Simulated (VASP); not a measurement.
Write the native input for VASP 6.6.1 that does the following.

```
Task                   : single point
Functional             : PBE
Potentials or basis    : VASP PAW PBE potentials, release 64 (Al, N)
Cutoff                 : 520 eV
k mesh                 : 4 × 8 × 3
Occupations            : gaussian, width 0.05 eV
Spin                   : no spin polarisation
Dipole correction      : no
Further INCAR settings : LREAL = Auto; ALGO = Normal; EDIFF = 1e-06; NBANDS = 46; ISYM = 0
```

The structure of AlN lies in POSCAR:

```
AlN
1.0
   -1.5651197814     -2.7108669814      5.0179796556
    1.5651197814     -2.7108669814      0.0000000000
    7.8255989072      2.7108669814      5.0179796556
Al N
8 8
Direct
    0.6679632048      0.9991356413      0.3337655127
    0.9179632048      0.4991356413      0.0837655127
    0.4179632048      0.4991356413      0.5837655127
    0.1679632048      0.9991356413      0.8337655127
    0.9596298714      0.2491356413      0.5420988460
    0.2096298714      0.7491356413      0.2920988460
    0.7096298714      0.7491356413      0.7920988460
    0.4596298714      0.2491356413      0.0420988460
    0.9541201286      0.8083643587      0.4291511540
    0.2041201286      0.3083643587      0.1791511540
    0.7041201286      0.3083643587      0.6791511540
    0.4541201286      0.8083643587      0.9291511540
    0.2457867952      0.0583643587      0.6374844873
    0.4957867952      0.5583643587      0.3874844873
    0.9957867952      0.5583643587      0.8874844873
    0.7457867952      0.0583643587      0.1374844873
```

These files were run (other wordings do the same):

INCAR

```
SYSTEM = AlN
PREC = Accurate
ENCUT = 520
EDIFF = 1E-6
ISMEAR = 0
SIGMA = 0.05
LREAL = Auto
LASPH = .True.
NELM = 80
ALGO = Normal
ISIF = 2
LWAVE = .False.
LCHARG = .False.
GGA = PE
NBANDS = 46
ISYM = 0
```

KPOINTS

```
regular mesh
0
Gamma
  4 8 3
  0 0 0
```

Potentials or basis: VASP PAW PBE potentials, release 64 (Al, N).

Run with:

```sh
$ cat potpaw_PBE.64/Al/POTCAR potpaw_PBE.64/N/POTCAR > POTCAR
$ mpirun -np 1 vasp_std > vasp.out
```

Results of the run:

The pressure is -0.3 GPa. The band gap on the k mesh is 4.04 eV.

Run time: 3.4 min on 1 thread of Intel(R) Xeon(R) 6975P-C (Granite Rapids) (shared host), peak memory 0.4 GiB.
